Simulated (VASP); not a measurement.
# Pt (I4/mmm) in VASP: a series of runs

Pt is run at these levels: LDA; tasks: single point.

All numbers are computed with VASP 6.6.1; they aren't measurements. Logs are shortened: lines on timing, memory, paths and dates and some standing lists are left out, and cuts for length are marked.

**1. The cell of the first run**

Symmetry: I4/mmm, No. 139, tetragonal system. Conventional cell: a = 2.683 Å, b = 2.683 Å, c = 4.099 Å, α = 90.00°, β = 90.00°, γ = 90.00°. Within 3.5 Å of Pt (site symmetry 4/mmm) lie 12 Pt at 2.68 to 2.79 Å.

**2. Single point, LDA (14.76 Å³/atom)**

INCAR

```
SYSTEM = Pt
ALGO = Normal
EDIFF = 1E-6
ENCUT = 520
GGA = CA
ISIF = 2
ISMEAR = 0
LASPH = .True.
LCHARG = .False.
LREAL = .False.
LWAVE = .False.
NBANDS = 11
NELM = 80
PREC = Accurate
SIGMA = 0.15
```

KPOINTS

```
k-points
0
Gamma
  22 22 22
  0 0 0
```

POSCAR

```
Pt
1.0
    0.0000000000      1.8972850362      2.0496370246
    1.8972850362      0.0000000000      2.0496370246
    1.8972850362      1.8972850362      0.0000000000
Pt
1
Direct
    0.0000000000      0.0000000000      0.0000000000
```

Potentials or basis: VASP PAW LDA potentials, release 64 (Pt).

Command:

```sh
> cat potpaw_LDA.64/Pt/POTCAR > POTCAR
> mpirun -np 1 vasp_std > vasp.out
```

OUTCAR:

```text
SYSTEM = Pt
   EDIFF = 1E-6
   ENCUT = 520
   GGA = CA
   ISIF = 2
   ISMEAR = 0
   LASPH = .True.
   LREAL = .False.
   NELM = 80
   PREC = Accurate

 ion  position               nearest neighbor table
   1  0.000  0.000  0.000-

  LATTYP: Found a body centered tetragonal cell.
 ALAT       =     2.6831662299
 C/A-ratio  =     1.5277749114

  Lattice vectors:

 A1 = (  -1.8972850362,   0.0000000000,   2.0496370246)
 A2 = (   1.8972850362,   0.0000000000,   2.0496370246)
 A3 = (   0.0000000000,   1.8972850362,  -2.0496370246)

Analysis of symmetry for initial positions (statically):
=====================================================================
 Subroutine PRICEL returns:
 Original cell was already a primitive cell.

 Routine SETGRP: Setting up the symmetry group for a
 body centered tetragonal supercell.

 Subroutine GETGRP returns: Found 16 space group operations
 (whereof 16 operations were pure point group operations)
 out of a pool of 16 trial point group operations.

The static configuration has the point symmetry D_4h.

Analysis of symmetry for dynamics (positions and initial velocities):
=====================================================================
 Subroutine PRICEL returns:
 Original cell was already a primitive cell.

 Routine SETGRP: Setting up the symmetry group for a
 body centered tetragonal supercell.

 Subroutine GETGRP returns: Found 16 space group operations
 (whereof 16 operations were pure point group operations)
 out of a pool of 16 trial point group operations.

The dynamic configuration has the point symmetry D_4h.

 Subroutine INISYM returns: Found 16 space group operations
 (whereof 16 operations are pure point group operations),
 and found     1 'primitive' translations

----------------------------------------------------------------------------------------

                                     Primitive cell

  volume of cell :      14.7561

  direct lattice vectors                    reciprocal lattice vectors
     0.000000000  1.897285036  2.049637025    -0.263534467  0.263534467  0.243945632
     1.897285036  0.000000000  2.049637025     0.263534467 -0.263534467  0.243945632
     1.897285036  1.897285036  0.000000000     0.263534467  0.263534467 -0.243945632

  length of vectors
     2.792973763  2.792973763  2.683166230     0.445432713  0.445432713  0.445432713

  position of ions in fractional coordinates (direct lattice)
     0.000000000  0.000000000  0.000000000

  ion indices of the primitive-cell ions
   primitive index   ion index
                 1           1

----------------------------------------------------------------------------------------

 KPOINTS: k-points

Automatic generation of k-mesh.
 Grid dimensions read from file:
 generate k-points for:   22   22   22

 Generating k-lattice:

  Cartesian coordinates                     Fractional coordinates (reciprocal lattice)
    -0.011978839  0.011978839  0.011088438     0.045454545  0.000000000  0.000000000
     0.011978839 -0.011978839  0.011088438     0.000000000  0.045454545  0.000000000
     0.011978839  0.011978839 -0.011088438     0.000000000  0.000000000  0.045454545

  Length of vectors
     0.020246941  0.020246941  0.020246941

  Shift w.r.t. Gamma in fractional coordinates (k-lattice)
     0.000000000  0.000000000  0.000000000

 Subroutine IBZKPT returns following result:
 ===========================================

 Found    834 irreducible k-points:

 Following reciprocal coordinates:
            Coordinates               Weight
  0.000000  0.000000  0.000000      1.000000
  0.045455  0.000000  0.000000      8.000000
  0.090909  0.000000  0.000000      8.000000
  0.136364  0.000000  0.000000      8.000000
  0.181818  0.000000  0.000000      8.000000
  0.227273  0.000000  0.000000      8.000000
[... 16 lines left out ...]
  0.500000  0.045455  0.000000      8.000000
 -0.454545  0.045455  0.000000      8.000000
 [... further k-points ...]
   k-points           NKPTS =    834   k-points in BZ     NKDIM =    834   number of bands    NBANDS=     11
   number of dos      NEDOS =    301   number of ions     NIONS =      1
   total plane-waves  NPLWV =  11520
   dimension x,y,z NGX =    24 NGY =   24 NGZ =   20
   dimension x,y,z NGXF=    48 NGYF=   48 NGZF=   40
   ions per type =               1
   NGX,Y,Z   is equivalent  to a cutoff of  14.29, 14.29, 12.39 a.u.
   NGXF,Y,Z  is equivalent  to a cutoff of  28.57, 28.57, 24.78 a.u.
 SYSTEM =  Pt
   PREC   = accura    normal or accurate (medium, high low for compatibility)
   ISTART =      0    job   : 0-new  1-cont  2-samecut
   ICHARG =      2    charge: 1-file 2-atom 10-const
   ISPIN  =      1    spin polarized calculation?
   LNONCOLLINEAR =      F non collinear calculations
   LSORBIT =      F    spin-orbit coupling
   LASPH  =      T    aspherical Exc in radial PAW
   ENCUT  =  520.0 eV  38.22 Ry    6.18 a.u.   5.19  5.19  4.99*2*pi/ulx,y,z
   NELM   =     80;   NELMIN=  2; NELMDL= -5     # of ELM steps
   EDIFF  = 0.1E-05   stopping-criterion for ELM
   LREAL  =      F    real-space projection
   EDIFFG = 0.1E-04   stopping-criterion for IOM
   NSW    =      0    number of steps for IOM
   IBRION =     -1    ionic relax: 0-MD 1-quasi-New 2-CG
   NFREE  =      0    steps in history (QN), initial steepest desc. (CG)
   ISIF   =      2    stress and relaxation
   ISYM   =      2    0-nonsym 1-usesym 2-fastsym
   POTIM  = 0.5000    time-step for ionic-motion
   TEBEG  =    0.0;   TEEND  =   0.0 temperature during run
   PSTRESS=    0.0 pullay stress
   NELECT =      10.0000    total number of electrons
   NUPDOWN=      -1.0000    fix difference up-down
   EMIN   =  10.00;   EMAX   =-10.00  energy-range for DOS
   EFERMI =   0.00;   METHOD = LEGACY
   ISMEAR =     0;   SIGMA  =   0.15  broadening in eV -4-tet -1-fermi 0-gaus
   EFERMI_NEDOS =   21; number of points for ismear=-14 and -15
   IALGO  =     38    algorithm
   IMIX   =      4    mixing-type and parameters
     AMIX     =   0.40;   BMIX     =  1.00
     AMIX_MAG =   1.60;   BMIX_MAG =  1.00
  volume/ion in A,a.u.               =      14.76        99.58
  Fermi-wavevector in a.u.,A,eV,Ry     =   1.437973  2.717375 28.133677  2.067767
  Thomas-Fermi vector in A             =   2.556992
   LORBIT       =      0    0 simple, 1 ext, 2 COOP (PROOUT), +10 PAW based schemes
   GGA     = CA    functional components
   LHFCALC =     F    Hartree Fock is set to
   AEXX    =    0.0000 exact exchange contribution
   IVDW    =     0    specifies the selected vdW correction
   LEPSILON=     F    determine dielectric tensor
   LRPA    =     F    only Hartree local field effects (RPA)
 non-spin polarized calculation
 Gauss-broadening in eV      SIGMA  =   0.15
  energy-cutoff  :      520.00
  volume of cell :       14.76
 maximum number of plane-waves:       412
 NGX is ok and might be reduce to    24
   NGX = 11   NGY = 11   NGZ =  9

 number of electron      10.0000001 magnetization

 Free energy of the ion-electron system (eV)
  ---------------------------------------------------
  ext. energy  EPLUGINS =         0.00000000
  ---------------------------------------------------
  free energy    TOTEN  =        -7.49267671 eV

  energy without entropy =       -7.47320668  energy(sigma->0) =       -7.48294169

 E-fermi :  11.5401     XC(G=0): -13.8121

 val. band max:       11.5367849821   @ k =   0.4545   0.4091   0.0455
 cond. band min:      11.5404804948   @ k =   0.5000   0.4545   0.0455
 fundamental gap:      0.0036955128
 Fermi energy:        11.5401010694

 k-point     1 :       0.0000    0.0000    0.0000
  band No.  band energies     occupation
      1       1.0786      2.00000
      2       6.9879      2.00000
      3       7.9791      2.00000
      4       7.9791      2.00000
      5       9.2668      2.00000
      6      10.4391      2.00000
      7      26.2244      0.00000
      8      29.8796      0.00000
      9      31.8583      0.00000
     10      31.8583      0.00000
     11      36.8431      0.00000

 k-point     2 :       0.0455    0.0000    0.0000
  band No.  band energies     occupation
      1       1.1643      2.00000
      2       7.0077      2.00000
      3       7.9525      2.00000
      4       8.0133      2.00000
      5       9.2579      2.00000
      6      10.4084      2.00000
      7      26.3605      0.00000
      8      29.8679      0.00000
      9      31.5179      0.00000
     10      31.9969      0.00000
     11      37.3818      0.00000

 k-point     3 :       0.0909    0.0000    0.0000
  band No.  band energies     occupation
      1       1.4163      2.00000
      2       7.0528      2.00000
      3       7.8858      2.00000
      4       8.1098      2.00000
      5       9.2470      2.00000
      6      10.3256      2.00000
      7      26.7437      0.00000
      8      29.4736      0.00000
      9      31.2170      0.00000
     10      32.4032      0.00000
     11      38.3223      0.00000

 k-point     4 :       0.1364    0.0000    0.0000
  band No.  band energies     occupation
      1       1.8172      2.00000
      2       7.0878      2.00000
      3       7.8092      2.00000
      4       8.2478      2.00000
      5       9.2791      2.00000
      6      10.2211      2.00000
      7      27.2896      0.00000
      8      28.4349      0.00000
      9      31.6006      0.00000
     10      33.0472      0.00000
     11      37.4139      0.00000
[... 239 lines left out ...]
 k-point    22 :       0.4545    0.0455    0.0000
  band No.  band energies     occupation
      1       4.0513      2.00000
      2       7.0883      2.00000
      3       8.1386      2.00000
      4       9.9869      2.00000
      5      11.3837      1.85954
      6      11.8816      0.00129
      7      18.5396      0.00000
      8      25.7849      0.00000
      9      30.5869      0.00000
     10      31.4196      0.00000
     11      38.9831      0.00000

 k-point    23 :       0.5000    0.0455    0.0000
  band No.  band energies     occupation
      1       4.0520      2.00000
      2       7.0658      2.00000
      3       8.0841      2.00000
      4      10.4546      2.00000
      5      11.4250      1.72197
      6      12.3208      0.00000
      7      17.6751      0.00000
      8      25.6080      0.00000
      9      30.0357      0.00000
     10      31.3121      0.00000
     11      39.2476      0.00000

 k-point    24 :      -0.4545    0.0455    0.0000
  band No.  band energies     occupation
      1       4.0554      2.00000
      2       7.0878      2.00000
      3       8.0778      2.00000
      4      10.3432      2.00000
      5      11.3341      1.94791
      6      12.4064      0.00000
      7      17.7878      0.00000
      8      25.6333      0.00000
      9      29.8966      0.00000
     10      31.5636      0.00000
     11      38.8748      0.00000

 [... further k-points ...]
[... 5 lines left out ...]
  --------------------------------------------------------------------------------------
  -------------------------------------------------------------------------------------
  Total        0.4895590      0.4895590     -0.4990180      0.0000000     -0.0000000     -0.0000000
  in kB       53.1549261     53.1549261    -54.1819528      0.0000000     -0.0000000     -0.0000000
  external PRESSURE =      17.3759665 kB  Pullay stress =       0.0000000 kB

 VOLUME and BASIS-vectors are now :
 -----------------------------------------------------------------------------
  energy-cutoff  :      520.00
  volume of cell :       14.76
      direct lattice vectors                 reciprocal lattice vectors
     0.000000000  1.897285036  2.049637025    -0.263534467  0.263534467  0.243945632
     1.897285036  0.000000000  2.049637025     0.263534467 -0.263534467  0.243945632
     1.897285036  1.897285036  0.000000000     0.263534467  0.263534467 -0.243945632

 POSITION                                       TOTAL-FORCE (eV/Angst)
 -----------------------------------------------------------------------------------
      0.00000      0.00000      0.00000         0.000000      0.000000      0.000000
 -----------------------------------------------------------------------------------
    total drift:                                0.000000      0.000000     -0.000000

  FREE ENERGIE OF THE ION-ELECTRON SYSTEM (eV)
  ---------------------------------------------------
  free  energy   TOTEN  =        -7.4926767118 eV

  energy  without entropy=       -7.4732066763  energy(sigma->0) =       -7.48294169
```

It took 1.7 min on 1 thread of Intel Xeon 8259CL, shared host; peak memory 0.24 GiB.

What came out:

| Property | Result |
| --- | --- |
| Free energy | -7.4927 eV |
| Pressure | 1.7 GPa |
| Band gap on the k mesh | zero (bands 5 and 6 overlap by 2.73 eV) |

Caveat: the stress differs along the axes, from -5 to 5 GPa; spin-orbit coupling is left out, which moves the levels of the heavy elements.

**3. Single point, LDA (16.53 Å³/atom)**

This run uses another cell than the first one, of 16.53 Å³/atom.

INCAR

```
  PREC = Accurate
  ENCUT = 520
  EDIFF = 1E-6
  ISMEAR = 0
  SIGMA = 0.15
  LREAL = False
  LASPH = True
  NELM = 80
  ALGO = Fast
  ISIF = 2
  LWAVE = False
  LCHARG = True
  GGA = CA
  LELF = True
  LVHAR = True
  NBANDS = 11
```

KPOINTS

```
Automatic mesh
0
Gamma
  22 22 22
```

POSCAR

```
Pt
1.0
    0.0000000000      1.9703341522      2.1285519846
    1.9703341522      0.0000000000      2.1285519846
    1.9703341522      1.9703341522      0.0000000000
Pt
1
Direct
    0.0000000000      0.0000000000      0.0000000000
```

Potentials or basis: VASP PAW LDA potentials, release 64 (Pt).

Command:

```sh
> cat potpaw_LDA.64/Pt/POTCAR > POTCAR
> mpirun -np 1 vasp_std > vasp.out
```

OUTCAR:

```text
PREC = Accurate
   ENCUT = 520
   EDIFF = 1E-6
   ISMEAR = 0
   LREAL = False
   LASPH = True
   NELM = 80
   ISIF = 2
   GGA = CA

 ion  position               nearest neighbor table
   1  0.000  0.000  0.000-

  LATTYP: Found a body centered tetragonal cell.
 ALAT       =     2.7864732804
 C/A-ratio  =     1.5277749114

  Lattice vectors:

 A1 = (  -1.9703341522,   0.0000000000,   2.1285519846)
 A2 = (   1.9703341522,   0.0000000000,   2.1285519846)
 A3 = (   0.0000000000,   1.9703341522,  -2.1285519846)

[... 507 lines left out ...]
      3       6.5541      2.00000
      4       8.6003      2.00000
      5       9.2298      1.90822
      6      10.2689      0.00000
      7      14.8188      0.00000
      8      23.6232      0.00000
      9      26.9755      0.00000
     10      28.6331      0.00000
     11      35.0703      0.00000

 [... further k-points ...]
[... 5 lines left out ...]
  --------------------------------------------------------------------------------------
  -------------------------------------------------------------------------------------
  Total       -2.3045639     -2.3045639     -2.9575323      0.0000000      0.0000000     -0.0000000
  in kB     -223.4113905   -223.4113905   -286.7121191      0.0000000      0.0000000     -0.0000000
  external PRESSURE =    -244.5116334 kB  Pullay stress =       0.0000000 kB

 VOLUME and BASIS-vectors are now :
 -----------------------------------------------------------------------------
  energy-cutoff  :      520.00
  volume of cell :       16.53
      direct lattice vectors                 reciprocal lattice vectors
     0.000000000  1.970334152  2.128551985    -0.253764063  0.253764063  0.234901475
     1.970334152  0.000000000  2.128551985     0.253764063 -0.253764063  0.234901475
     1.970334152  1.970334152  0.000000000     0.253764063  0.253764063 -0.234901475

 POSITION                                       TOTAL-FORCE (eV/Angst)
 -----------------------------------------------------------------------------------
      0.00000      0.00000      0.00000         0.000000      0.000000     -0.000000
 -----------------------------------------------------------------------------------
    total drift:                                0.000000      0.000000      0.000000

  FREE ENERGIE OF THE ION-ELECTRON SYSTEM (eV)
  ---------------------------------------------------
  free  energy   TOTEN  =        -7.3499655486 eV

  energy  without entropy=       -7.3263447366  energy(sigma->0) =       -7.33815514
```

Wall time 2.2 min (1 thread of Intel Xeon 8259CL, shared host); peak memory 0.26 GiB.

Results:

```yaml
Free_energy: -7.3500 eV
Pressure: -24.5 GPa
Band_gap_on_the_k_mesh: zero (bands 5 and 6 overlap by 2.23 eV)
```

Stress tensor (GPa, compression positive):
```
-22.34   0.00   0.00
  0.00 -22.34   0.00
  0.00   0.00 -28.67
```

Caveat: the stress differs along the axes, from -29 to -22 GPa; spin-orbit coupling is left out, which moves the levels of the heavy elements.
